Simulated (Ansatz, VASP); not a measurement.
One calculation of Sn3GeCl, two programs

File INCAR:

```
ALGO = Normal
EDIFF = 1E-6
EDIFFG = -0.04
ENCUT = 600
GGA = PE
IBRION = 2
ISIF = 3
ISMEAR = 0
LASPH = True
LCHARG = False
LREAL = False
LWAVE = False
NELM = 100
NSW = 90
PREC = Accurate
SIGMA = 0.1
```

File KPOINTS:

```
k-points
0
Gamma
  4 4 4
```

The input POSCAR:

```
Sn3GeCl
1.0
    4.7844230600      0.0000000000      0.0000000000
    0.0000000000      4.7844230600      0.0000000000
    0.0000000000      0.0000000000      4.7844230600
Sn Ge Cl
3 1 1
Direct
    0.0000000000      0.5000000000      0.5000000000
    0.5000000000      0.0000000000      0.5000000000
    0.5000000000      0.5000000000      0.0000000000
    0.0000000000      0.0000000000      0.0000000000
    0.5000000000      0.5000000000      0.5000000000
```

Input for Ansatz:

```yaml
crystal:
  lattice:
    - [4.78442306, 0.0, 0.0]
    - [0.0, 4.78442306, 0.0]
    - [0.0, 0.0, 4.78442306]
  atoms:
    - { symbol: Sn, position: [0.0, 0.5, 0.5] }
    - { symbol: Sn, position: [0.5, 0.0, 0.5] }
    - { symbol: Sn, position: [0.5, 0.5, 0.0] }
    - { symbol: Ge, position: [0.0, 0.0, 0.0] }
    - { symbol: Cl, position: [0.5, 0.5, 0.5] }
basis:
  ecutwfc: 420
kpoints:
  mp_grid: { grid: [4, 4, 4] }
hamiltonian:
  xc: pbe
scf:
  occupations: { method: gaussian, width: 0.1 }
  lower_state_search: "off"
output:
  forces: true
  stress: true
  eigenvalues: true
relax:
  adjacent_minimum: "off"
  f_tol: 0.04
  max_steps: 70
  cell: { stress_tol: 0.4 }
```

Change from the starting cell: species swapped into the KCoF3 type (Pm-3m, No. 221).

Alike in both runs: task relaxation of cell and atoms; functional PBE; k mesh 4 × 4 × 4; occupations gaussian, width 0.1 eV; no spin polarisation.

```csv
,VASP,Ansatz
version,VASP 6.6.1,Ansatz 0.2.0
potentials or method,"VASP PAW PBE potentials, release 64 (Sn_d, Ge_d, Cl), cutoff 600 eV","scalar-relativistic, plane waves, PAW"
valence electrons in the cell,63,63
```

Ansatz gave:

| Item | Value |
| --- | --- |
| gap on the k mesh at the Fermi level, each at its own relaxed structure (eV) | none |
| relaxed volume (Å³/atom) | 31.53 |
| relaxed cell length with the largest relative difference (Å) | 5.402 |

Problem. What did VASP give for the same quantities?

Solution. gap on the k mesh at the Fermi level, each at its own relaxed structure (eV): none; relaxed volume (Å³/atom): 31.60; relaxed cell length with the largest relative difference (Å): 5.406.

A gap of «none» marks a metal or a gap that the smearing closes.

Noted on VASP's run: the volume moved by over 15 % at a fixed basis, so the end points are rough.
